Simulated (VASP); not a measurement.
Wanted: the native input for a VASP 6.6.1 run.

```yaml
Task: single point
Functional: PBE
Potentials_or_basis: VASP PAW PBE potentials, release 64 (Ag, C)
Cutoff: 600 eV
k_mesh: 7 × 7 × 1
Occupations: gaussian, width 0.2 eV
Spin: no spin polarisation
Dipole_correction: no
Further_INCAR_settings: ALGO = Normal; EDIFF = 1e-06; NBANDS = 28
```

The structure of AgC2 lies in POSCAR:

```
AgC2
1.0
    2.5861950131      0.0000000027      0.0000000000
   -1.2930975089      2.2397105791      0.0000000000
    0.0000000000      0.0000000000     21.1270752152
Ag C
2 4
Direct
    0.6666666667      0.3333333333      0.1699100917
    0.3333333333      0.6666666667      0.8300899083
    0.3333333333      0.6666666667      0.2596349100
    0.6666666667      0.3333333333      1.0000353303
    0.3333333333      0.6666666667     -0.0000353303
    0.6666666667      0.3333333333      0.7403650900
```

The cell was built from a structure type or drawn by symmetry, and may not be a known phase.

The input as run:

INCAR

```
PREC = Accurate
ENCUT = 600
EDIFF = 1E-6
ISMEAR = 0
SIGMA = 0.2
LREAL = False
LASPH = True
NELM = 120
ALGO = Normal
ISIF = 2
LWAVE = False
LCHARG = False
GGA = PE
NBANDS = 28
GGA_COMPAT = False
```

KPOINTS

```
regular mesh
0
Gamma
  7 7 1
```

Potentials or basis: VASP PAW PBE potentials, release 64 (Ag, C).

Command:

```console
$ cat potpaw_PBE.64/Ag/POTCAR potpaw_PBE.64/C/POTCAR > POTCAR
$ mpirun -np 1 vasp_std > vasp.out
```

It gave:

```json
{
  "Largest force": "0.027 eV/Å",
  "Band gap on the k mesh": "zero (bands 19 and 20 overlap by 1.89 eV)"
}
```

Caveat: the k points lie up to 0.40 Å⁻¹ apart, too coarse for converged energies and pressures of a metal.

Wall time 37 s on 1 thread of Intel(R) Xeon(R) Platinum 8559C (Emerald Rapids), on a shared host, peak memory 0.31 GiB.
